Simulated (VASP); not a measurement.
GaN, 4 atoms in the cell. Symmetry: P6_3mc, No. 186, hexagonal system. Conventional cell: a = 3.163 Å, b = 3.163 Å, c = 5.293 Å, α = 90.00°, β = 90.00°, γ = 120.00°. Within 2.5 Å of Ga (site symmetry 3m) lie 4 N at 1.90 to 2.11 Å. Within 2.5 Å of N (site symmetry 3m) lie 4 Ga at 1.90 to 2.11 Å.  This cell differs from its parent crystal: functional r2SCAN, strained.

```yaml
Program: VASP 6.6.1
Task: single point
Functional: r2SCAN
Potentials_or_basis: VASP PAW PBE potentials, release 64 (Ga_d, N)
Cutoff: 520 eV
k_mesh: 12 × 12 × 6
Occupations: gaussian, width 0.02 eV
Spin: no spin polarisation
Dipole_correction: no
Further_INCAR_settings: ALGO = Normal; EDIFF = 1e-07; NBANDS = 26
```

Potentials or basis: VASP PAW PBE potentials, release 64 (Ga_d, N).

Run with:

```sh
$ cat potpaw_PBE.64/Ga_d/POTCAR potpaw_PBE.64/N/POTCAR > POTCAR
$ cp INCAR.step1 INCAR
$ mpirun -np 1 vasp_std > vasp.out
$ cp INCAR.step2 INCAR
$ mpirun -np 1 vasp_std > vasp.out
```

Hardware: 1 thread of Intel(R) Xeon(R) 6975P-C (Granite Rapids) (shared host).

How long does it take, and how much memory?

Wall time 2.2 min on 1 thread of Intel(R) Xeon(R) 6975P-C (Granite Rapids), on a shared host, peak memory 0.22 GiB. Counts: k points 76.
